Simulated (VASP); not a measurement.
# SnO2 (P6_3/mmc) in VASP: further runs

SnO2 is run at these levels: PBE+D3(BJ); tasks: single point.

All numbers are computed with VASP 6.6.1; they aren't measurements. Logs are shortened: lines on timing, memory, paths and dates and some standing lists are left out, and cuts for length are marked.

### Step 1. The cell of the first run

Symmetry: P6_3/mmc, No. 194, hexagonal system. The conventional cell has a = 3.273 Å, b = 3.273 Å, c = 10.744 Å, α = 90.00°, β = 90.00°, γ = 120.00°. Sn (site symmetry -3m) has 6 O at 2.16 Å within 2.9 Å. O (site symmetry 3m) has 3 Sn at 2.16 Å and 3 O at 2.83 Å within 2.9 Å.

### Step 2. Single point, PBE+D3(BJ) (16.61 Å³/atom)

INCAR

```
SYSTEM = SnO2
ALGO = Normal ; EDIFF = 1E-6
ENCUT = 520 ; GGA = PE
ISIF = 2 ; ISMEAR = 0
IVDW = 12 ; LASPH = .TRUE.
LCHARG = .FALSE. ; LREAL = .FALSE.
LWAVE = .FALSE. ; NBANDS = 35
NELM = 60 ; PREC = Accurate
SIGMA = 0.05
```

KPOINTS

```
k-points
0
G
  12 12 4
  0 0 0
```

POSCAR

```
SnO2
1.0
    3.2727019567      0.0000000000      0.0000000000
   -1.6363509783      2.8342430336      0.0000000000
    0.0000000000      0.0000000000     10.7442805240
Sn O
2 4
Direct
    0.0000000000      0.0000000000      0.5000000000
    0.0000000000      0.0000000000      0.0000000000
    0.6666666667      0.3333333333      0.4017901367
    0.6666666667      0.3333333333      0.0982098633
    0.3333333333      0.6666666667      0.5982098633
    0.3333333333      0.6666666667      0.9017901367
```

Potentials or basis: VASP PAW PBE potentials, release 64 (Sn_d, O).

Launch:

```
cat potpaw_PBE.64/Sn_d/POTCAR potpaw_PBE.64/O/POTCAR > POTCAR
mpirun -np 1 vasp_std > vasp.out
```

OUTCAR:

```text
SYSTEM = SnO2
   EDIFF = 1E-6
   ENCUT = 520
   GGA = PE
   ISIF = 2
   ISMEAR = 0
   IVDW = 12
   LASPH = .TRUE.
   LREAL = .FALSE.
   NELM = 60
   PREC = Accurate
 IVDW          = 12

 ion  position               nearest neighbor table
   1  0.000  0.000  0.500-   3 2.16   5 2.16   3 2.16   5 2.16   3 2.16   5 2.16
   2  0.000  0.000  0.000-   4 2.16   6 2.16   4 2.16   6 2.16   4 2.16   6 2.16
   3  0.667  0.333  0.402-   1 2.16   1 2.16   1 2.16
   4  0.667  0.333  0.098-   2 2.16   2 2.16   2 2.16
   5  0.333  0.667  0.598-   1 2.16   1 2.16   1 2.16
   6  0.333  0.667  0.902-   2 2.16   2 2.16   2 2.16

  LATTYP: Found a hexagonal cell.
 ALAT       =     3.2727019567
 C/A-ratio  =     3.2830000000

  Lattice vectors:

 A1 = (   3.2727019567,   0.0000000000,   0.0000000000)
 A2 = (  -1.6363509783,   2.8342430336,   0.0000000000)
 A3 = (   0.0000000000,   0.0000000000,  10.7442805240)

Analysis of symmetry for initial positions (statically):
=====================================================================
 Subroutine PRICEL returns:
 Original cell was already a primitive cell.

 Routine SETGRP: Setting up the symmetry group for a
 hexagonal supercell.

 Subroutine GETGRP returns: Found 24 space group operations
 (whereof 12 operations were pure point group operations)
 out of a pool of 24 trial point group operations.

The static configuration has the point symmetry D_3d.
 The point group associated with its full space group is D_6h.

Analysis of symmetry for dynamics (positions and initial velocities):
=====================================================================
 Subroutine PRICEL returns:
 Original cell was already a primitive cell.

 Routine SETGRP: Setting up the symmetry group for a
 hexagonal supercell.

 Subroutine GETGRP returns: Found 24 space group operations
 (whereof 12 operations were pure point group operations)
 out of a pool of 24 trial point group operations.

The dynamic configuration has the point symmetry D_3d.
 The point group associated with its full space group is D_6h.

 Subroutine INISYM returns: Found 24 space group operations
 (whereof 12 operations are pure point group operations),
 and found     1 'primitive' translations

----------------------------------------------------------------------------------------

                                     Primitive cell

  volume of cell :      99.6600

  direct lattice vectors                    reciprocal lattice vectors
     3.272701957  0.000000000  0.000000000     0.305557919  0.176413947  0.000000000
    -1.636350978  2.834243034  0.000000000     0.000000000  0.352827894  0.000000000
     0.000000000  0.000000000 10.744280524     0.000000000  0.000000000  0.093072775

  length of vectors
     3.272701957  3.272701957 10.744280524     0.352827894  0.352827894  0.093072775

  position of ions in fractional coordinates (direct lattice)
     0.000000000  0.000000000  0.500000000
     0.000000000  0.000000000  0.000000000
     0.666666667  0.333333333  0.401790137
     0.666666667  0.333333333  0.098209863
     0.333333333  0.666666667  0.598209863
     0.333333333  0.666666667  0.901790137

  ion indices of the primitive-cell ions
   primitive index   ion index
                 1           1
                 2           2
                 3           3
                 4           4
                 5           5
                 6           6

----------------------------------------------------------------------------------------

 KPOINTS: k-points

Automatic generation of k-mesh.
 Grid dimensions read from file:
 generate k-points for:   12   12    4

 Generating k-lattice:

  Cartesian coordinates                     Fractional coordinates (reciprocal lattice)
     0.025463160  0.014701162  0.000000000     0.083333333  0.000000000  0.000000000
     0.000000000  0.029402324  0.000000000     0.000000000  0.083333333  0.000000000
     0.000000000  0.000000000  0.023268194     0.000000000  0.000000000  0.250000000

  Length of vectors
     0.029402324  0.029402324  0.023268194

  Shift w.r.t. Gamma in fractional coordinates (k-lattice)
     0.000000000  0.000000000  0.000000000

 Subroutine IBZKPT returns following result:
 ===========================================

 Found     57 irreducible k-points:

 Following reciprocal coordinates:
            Coordinates               Weight
  0.000000  0.000000  0.000000      1.000000
  0.083333  0.000000  0.000000      6.000000
  0.166667  0.000000  0.000000      6.000000
  0.250000  0.000000  0.000000      6.000000
  0.333333  0.000000  0.000000      6.000000
  0.416667  0.000000  0.000000      6.000000
[... 16 lines left out ...]
  0.250000  0.000000  0.250000     12.000000
  0.333333  0.000000  0.250000     12.000000
 [... further k-points ...]
   k-points           NKPTS =     57   k-points in BZ     NKDIM =     57   number of bands    NBANDS=     35
   number of dos      NEDOS =    301   number of ions     NIONS =      6
   total plane-waves  NPLWV =  46080
   dimension x,y,z NGX =    24 NGY =   24 NGZ =   80
   dimension x,y,z NGXF=    48 NGYF=   48 NGZF=  160
   ions per type =               2   4
   NGX,Y,Z   is equivalent  to a cutoff of  12.19, 12.19, 12.38 a.u.
   NGXF,Y,Z  is equivalent  to a cutoff of  24.38, 24.38, 24.76 a.u.
 SYSTEM =  SnO2
   PREC   = accura    normal or accurate (medium, high low for compatibility)
   ISTART =      0    job   : 0-new  1-cont  2-samecut
   ICHARG =      2    charge: 1-file 2-atom 10-const
   ISPIN  =      1    spin polarized calculation?
   LNONCOLLINEAR =      F non collinear calculations
   LSORBIT =      F    spin-orbit coupling
   LASPH  =      T    aspherical Exc in radial PAW
   ENCUT  =  520.0 eV  38.22 Ry    6.18 a.u.   6.09  6.09 19.98*2*pi/ulx,y,z
   NELM   =     60;   NELMIN=  2; NELMDL= -5     # of ELM steps
   EDIFF  = 0.1E-05   stopping-criterion for ELM
   LREAL  =      F    real-space projection
   EDIFFG = 0.1E-04   stopping-criterion for IOM
   NSW    =      0    number of steps for IOM
   IBRION =     -1    ionic relax: 0-MD 1-quasi-New 2-CG
   NFREE  =      0    steps in history (QN), initial steepest desc. (CG)
   ISIF   =      2    stress and relaxation
   ISYM   =      2    0-nonsym 1-usesym 2-fastsym
   POTIM  = 0.5000    time-step for ionic-motion
   TEBEG  =    0.0;   TEEND  =   0.0 temperature during run
   PSTRESS=    0.0 pullay stress
   NELECT =      52.0000    total number of electrons
   NUPDOWN=      -1.0000    fix difference up-down
   EMIN   =  10.00;   EMAX   =-10.00  energy-range for DOS
   EFERMI =   0.00;   METHOD = LEGACY
   ISMEAR =     0;   SIGMA  =   0.05  broadening in eV -4-tet -1-fermi 0-gaus
   EFERMI_NEDOS =   21; number of points for ismear=-14 and -15
   IALGO  =     38    algorithm
   IMIX   =      4    mixing-type and parameters
     AMIX     =   0.40;   BMIX     =  1.00
     AMIX_MAG =   1.60;   BMIX_MAG =  1.00
  volume/ion in A,a.u.               =      16.61       112.09
  Fermi-wavevector in a.u.,A,eV,Ry     =   1.317960  2.490584 23.633582  1.737019
  Thomas-Fermi vector in A             =   2.447964
   LORBIT       =      0    0 simple, 1 ext, 2 COOP (PROOUT), +10 PAW based schemes
   GGA     = PE    functional components
   LHFCALC =     F    Hartree Fock is set to
   AEXX    =    0.0000 exact exchange contribution
   IVDW    =    12    specifies the selected vdW correction
   LEPSILON=     F    determine dielectric tensor
   LRPA    =     F    only Hartree local field effects (RPA)
 non-spin polarized calculation
 Gauss-broadening in eV      SIGMA  =   0.05
  energy-cutoff  :      520.00
  volume of cell :       99.66
 maximum number of plane-waves:      2721
   NGX = 13   NGY = 13   NGZ = 39

 number of electron      52.0000037 magnetization

 Free energy of the ion-electron system (eV)
  ---------------------------------------------------
  ext. energy  EPLUGINS =         0.00000000
  ---------------------------------------------------
  free energy    TOTEN  =       -36.22660740 eV

  energy without entropy =      -36.22660740  energy(sigma->0) =      -36.22660740

 E-fermi :   2.1729     XC(G=0):  -9.1558

 val. band max:        1.9556763711   @ k =   0.2500   0.1667   0.0000
 cond. band min:       3.7271989466   @ k =   0.0000   0.0000   0.0000
 fundamental gap:      1.7715225755
 Fermi energy:         2.1729137079

 k-point     1 :       0.0000    0.0000    0.0000
  band No.  band energies     occupation
      1     -18.1070      2.00000
      2     -18.1067      2.00000
      3     -17.9626      2.00000
      4     -17.9626      2.00000
      5     -17.9626      2.00000
      6     -17.9626      2.00000
[... 27 lines left out ...]
     34      12.6029      0.00000
     35      12.6548      0.00000

 k-point     2 :       0.0833    0.0000    0.0000
  band No.  band energies     occupation
      1     -18.0902      2.00000
      2     -18.0898      2.00000
      3     -18.0032      2.00000
      4     -18.0028      2.00000
      5     -17.9502      2.00000
      6     -17.9501      2.00000
[... 27 lines left out ...]
     34      12.7182      0.00000
     35      12.7522      0.00000

 k-point     3 :       0.1667    0.0000    0.0000
  band No.  band energies     occupation
      1     -18.1435      2.00000
      2     -18.1424      2.00000
      3     -18.0222      2.00000
      4     -18.0218      2.00000
      5     -17.9203      2.00000
      6     -17.9203      2.00000
[... 27 lines left out ...]
     34      12.9250      0.00000
     35      13.0355      0.00000
[... 723 lines left out ...]
 k-point    23 :       0.2500    0.0000    0.2500
  band No.  band energies     occupation
      1     -18.3023      2.00000
      2     -18.3010      2.00000
      3     -17.9675      2.00000
      4     -17.9673      2.00000
      5     -17.8972      2.00000
      6     -17.8971      2.00000
[... 27 lines left out ...]
     34      13.2153      0.00000
     35      13.3988      0.00000

 k-point    24 :       0.3333    0.0000    0.2500
  band No.  band energies     occupation
      1     -18.4516      2.00000
      2     -18.4499      2.00000
      3     -17.9455      2.00000
      4     -17.9452      2.00000
      5     -17.8937      2.00000
      6     -17.8936      2.00000
[... 27 lines left out ...]
     34      13.5756      0.00000
     35      13.6543      0.00000

 [... further k-points ...]

------------------------ aborting loop because EDIFF is reached ----------------------------------------

 Edisp (eV)   -0.91071

 E8    (eV) :    -0.3560

  FORCE on cell =-STRESS in cart. coord.  units (eV):
  Direction    XX          YY          ZZ          XY          YZ          ZX
  --------------------------------------------------------------------------------------
  -------------------------------------------------------------------------------------
  Total      -5.17553    -5.17553    -3.54887    -0.00000    -0.00000     0.00000
  in kB     -83.20411   -83.20411   -57.05310    -0.00000    -0.00000     0.00000
  external pressure =      -74.49 kB  Pullay stress =        0.00 kB

 VOLUME and BASIS-vectors are now :
 -----------------------------------------------------------------------------
  energy-cutoff  :      520.00
  volume of cell :       99.66
      direct lattice vectors                 reciprocal lattice vectors
     3.272701957  0.000000000  0.000000000     0.305557919  0.176413947  0.000000000
    -1.636350978  2.834243034  0.000000000     0.000000000  0.352827894  0.000000000
     0.000000000  0.000000000 10.744280524     0.000000000  0.000000000  0.093072775

 POSITION                                       TOTAL-FORCE (eV/Angst)
 -----------------------------------------------------------------------------------
      0.00000      0.00000      5.37214         0.000000      0.000000     -0.000000
      0.00000      0.00000      0.00000         0.000000      0.000000     -0.000000
      1.63635      0.94475      4.31695        -0.000000     -0.000000      0.751219
      1.63635      0.94475      1.05519         0.000000     -0.000000     -0.751219
     -0.00000      1.88950      6.42733         0.000000      0.000000     -0.751219
     -0.00000      1.88950      9.68909        -0.000000      0.000000      0.751219
 -----------------------------------------------------------------------------------
    total drift:                               -0.000000      0.000000      0.000000

  FREE ENERGIE OF THE ION-ELECTRON SYSTEM (eV)
  ---------------------------------------------------
  free  energy   TOTEN  =       -37.1373220048 eV

  energy  without entropy=      -37.1373220048  energy(sigma->0) =      -37.13732200
```

Run time: 1.8 min. Hardware: 1 thread of Intel Xeon Platinum 8488C (Sapphire Rapids), shared host; peak memory 0.3 GiB.

What came out:

```yaml
Free_energy: -37.1373 eV
Pressure: -7.4 GPa
Largest_force: 0.751 eV/Å
Band_gap_on_the_k_mesh: 1.77 eV (least direct gap 2.05 eV)
Dispersion_energy_per_atom: -0.152 eV
```

Forces on the atoms (eV/Å):
```
Sn   0.000  0.000  0.000
Sn   0.000  0.000  0.000
O    0.000  0.000  0.751
O    0.000  0.000 -0.751
O    0.000  0.000 -0.751
O    0.000  0.000  0.751
```

Levels at points of the mesh, in eV from the valence-band top:
```csv
k point,band 23,band 24,band 25,band 26,band 27,band 28,band 29,band 30
"(0.00, 0.00, 0.00)",-0.87,-0.84,-0.84,-0.28,1.77,2.52,5.12,5.49
"(0.50, 0.00, 0.00)",-0.60,-0.55,-0.51,-0.07,4.57,4.71,6.59,7.17
"(0.00, 0.00, 0.50)",-0.86,-0.86,-0.64,-0.64,2.17,2.17,5.31,5.31
"(0.50, 0.00, 0.50)",-0.58,-0.58,-0.27,-0.27,4.64,4.64,6.87,6.87
```

Caveat: the cell stands under tension; spin-orbit coupling is left out, which moves the levels of the heavy elements. A k mesh can miss the band edges.

(Part 1 of 2 ends here.)
